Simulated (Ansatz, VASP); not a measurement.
## CuAu in VASP and in Ansatz

File INCAR:

```
PREC = Accurate
ENCUT = 520
EDIFF = 1E-6
ISMEAR = -1
SIGMA = 0.05
LREAL = False
LASPH = True
NELM = 60
ALGO = Normal
ISIF = 2
LWAVE = False
LCHARG = False
NBANDS = 18
```

Contents of KPOINTS:

```
regular mesh
0
Gamma
  11 11 11
```

Contents of POSCAR:

```
CuAu
1.0
    1.4713592656      0.8494896681      4.3396462822
   -1.4713592656      0.8494896681      4.3396462822
    0.0000000000     -1.6989793362      4.3396462822
Au Cu
1 1
Direct
    0.0000000000      0.0000000000      0.0000000000
    0.5000000000      0.5000000000      0.5000000000
```

Contents of input.yaml:

```yaml
crystal:
  lattice:
    - [1.4713592656, 0.8494896681, 4.3396462822]
    - [-1.4713592656, 0.8494896681, 4.3396462822]
    - [0.0, -1.6989793362, 4.3396462822]
  atoms:
    - { symbol: Au, position: [0.0, 0.0, 0.0] }
    - { symbol: Cu, position: [0.5, 0.5, 0.5] }
kpoints:
  mp_grid: { grid: [11, 11, 11] }
scf:
  occupations: { method: fermi_dirac, width: 0.05 }
hamiltonian:
  xc: lda
  pseudopotentials: { kind: all_electron, lapw: { basis_error: 0.001 } }
output:
  forces: true
  stress: true
  eigenvalues: true
```

Change from the starting cell: volume scaled by 1.06.

Alike in both runs: task single point; functional LDA; k mesh 11 × 11 × 11; occupations fermi-dirac, width 0.05 eV; no spin polarisation.

|  | VASP | Ansatz |
| --- | --- | --- |
| version | VASP 6.6.1 | Ansatz 0.2.0 |
| potentials or method | VASP PAW LDA potentials, release 64 (Au, Cu), cutoff 520 eV | all-electron LAPW, scalar-relativistic |

Ansatz gave:

- gap on the k mesh at the Fermi level (eV): none
- pressure (GPa): -18.2
- traceless stress, the component that is largest in VASP (GPa): -0.42

Problem. What did VASP give for the same quantities?

Solution. gap on the k mesh at the Fermi level (eV): none; pressure (GPa): -17.7; traceless stress, the component that is largest in VASP (GPa): -0.24.

LDA's correlation is that of Perdew and Zunger in VASP and of Perdew and Wang (1992) in Ansatz. A gap of «none» marks a metal or a gap that the smearing closes. Ansatz ran all-electron here, and VASP with PAW potentials.

Spin-orbit coupling is off throughout.
